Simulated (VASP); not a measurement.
Runs of VASP 6.6.1 on Sr. The structure is that of space group P6_3/mmc (No. 194), or close to it. The cells are those of the table. This isn't the form of Sr at room conditions, which is fcc.

| cell | gap on the mesh (eV) | pressure (GPa) |
| --- | --- | --- |
| a = 4.056, b = 4.056, c = 7.961 Å, angles 90.0, 90.0, 120.0°, 2 atoms | none | (a) |
| a = 4.240, b = 4.240, c = 7.283 Å, angles 90.0, 90.0, 120.0°, 2 atoms | none | 0.1 |
| a = 4.175, b = 4.175, c = 7.512 Å, angles 90.0, 90.0, 120.0°, 2 atoms | none | 0.1 |
| a = 3.949, b = 3.949, c = 8.398 Å, angles 90.0, 90.0, 120.0°, 2 atoms | none | 0.9 |
| a = 4.550, b = 4.550, c = 6.326 Å, angles 90.0, 90.0, 120.0°, 2 atoms | none | 0.3 |
| a = 4.643, b = 4.643, c = 6.076 Å, angles 90.0, 90.0, 120.0°, 2 atoms | none | 0.3 |
| a = 4.369, b = 4.369, c = 6.861 Å, angles 90.0, 90.0, 120.0°, 2 atoms | none | 0.1 |
| a = 4.431, b = 4.431, c = 6.669 Å, angles 90.0, 90.0, 120.0°, 2 atoms | none | 0.2 |

Alike in all rows: task single point; level r2SCAN; potentials or basis VASP PAW PBE potentials, release 64 (Sr_sv); no spin polarisation; k mesh 12 × 12 × 8; cutoff (eV) 520; smearing gaussian 0.15 eV.

Fill in the values left out.

(a) 0.4.

Caveats: the PAW data sets were made with another functional, which shifts forces and pressure a little; the stress differs along the axes, from -3 to 2 GPa (at least some runs); the stress differs along the axes, from -4 to 3 GPa (at least some runs).

A k mesh can miss the band edges, and the runs leave out spin-orbit coupling on Sr.

A gap of «none» marks levels without a gap at the run's occupations.
